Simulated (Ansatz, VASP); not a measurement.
One calculation of Mo6CO, two programs

Contents of INCAR:

```
SYSTEM = Mo6CO
  PREC = Accurate
  ENCUT = 520
  EDIFF = 1E-6
  ISMEAR = 0
  SIGMA = 0.1
  LREAL = .FALSE.
  LASPH = .TRUE.
  NELM = 80
  ALGO = Normal
  ISIF = 2
  LWAVE = .FALSE.
  LCHARG = .FALSE.
  LDIPOL = .TRUE.
  IDIPOL = 3
  DIPOL = 0.5 0.5 0.334
  GGA = PE
  NBANDS = 57
```

File KPOINTS:

```
regular mesh
0
G
  6 6 1
  0 0 0
```

POSCAR

```
Mo6CO
1.0
    4.4695765303      0.0000000000      0.0000000000
   -2.2347882651      3.8707668194      0.0000000000
    0.0000000000      0.0000000000     22.2595667262
Mo C O
6 1 1
Direct
    0.6666666667      0.3333333333      0.1796980170
    0.3333333333      0.6666666667      0.2206848206
    0.0000000000      0.0000000000      0.2616716241
    0.6666666667      0.3333333333      0.2990464568
    0.3333333333      0.6666666667      0.3355219825
    0.0000000000      0.0000000000      0.3710569405
    0.1666666667      0.3333333333      0.4752817904
    0.1666666667      0.3333333333      0.5273942153
```

Input for Ansatz:

```yaml
crystal:
  lattice:
    - [4.4695765303, 0.0, 0.0]
    - [-2.2347882651, 3.8707668194, 0.0]
    - [0.0, 0.0, 22.2595667262]
  atoms:
    - { symbol: Mo, position: [0.6666666667, 0.3333333333, 0.179698017] }
    - { symbol: Mo, position: [0.3333333333, 0.6666666667, 0.2206848206] }
    - { symbol: Mo, position: [0.0, 0.0, 0.2616716241] }
    - { symbol: Mo, position: [0.6666666667, 0.3333333333, 0.2990464568] }
    - { symbol: Mo, position: [0.3333333333, 0.6666666667, 0.3355219825] }
    - { symbol: Mo, position: [0.0, 0.0, 0.3710569405] }
    - { symbol: C, position: [0.1666666667, 0.3333333333, 0.4752817904] }
    - { symbol: O, position: [0.1666666667, 0.3333333333, 0.5273942153] }
basis:
  ecutwfc: 420
kpoints:
  mp_grid: { grid: [6, 6, 1] }
hamiltonian:
  xc: pbe
  pseudopotentials: { kind: paw, azcp: { folder: soft_1 } }
scf:
  occupations: { method: gaussian, width: 0.1 }
output:
  forces: true
  eigenvalues: true
efield:
  axis: 3
  dipole_correction: true
  ramp_width: 0.04
```

Alike in both runs: task single point; functional PBE; k mesh 6 × 6 × 1; occupations gaussian, width 0.1 eV; no spin polarisation.

|  | VASP | Ansatz |
| --- | --- | --- |
| version | VASP 6.6.1 | Ansatz 0.2.0 |
| potentials or method | VASP PAW PBE potentials, release 64 (Mo_sv, C, O), cutoff 520 eV | scalar-relativistic, plane waves, PAW |
| valence electrons in the cell | 94 | 94 |

|  | VASP | Ansatz | Ansatz less VASP |
| --- | --- | --- | --- |
| gap on the k mesh at the Fermi level (eV) | none | none | - |
| rms of the force components (eV/Å) | 0.665 | 0.712 | +0.0464 |

Atom by atom the forces differ by 0.226 eV/Å (rms over components). A gap of «none» marks a metal or a gap that the smearing closes.

Noted on VASP's run: the standard files for N, O and F lose accuracy on very short bonds.
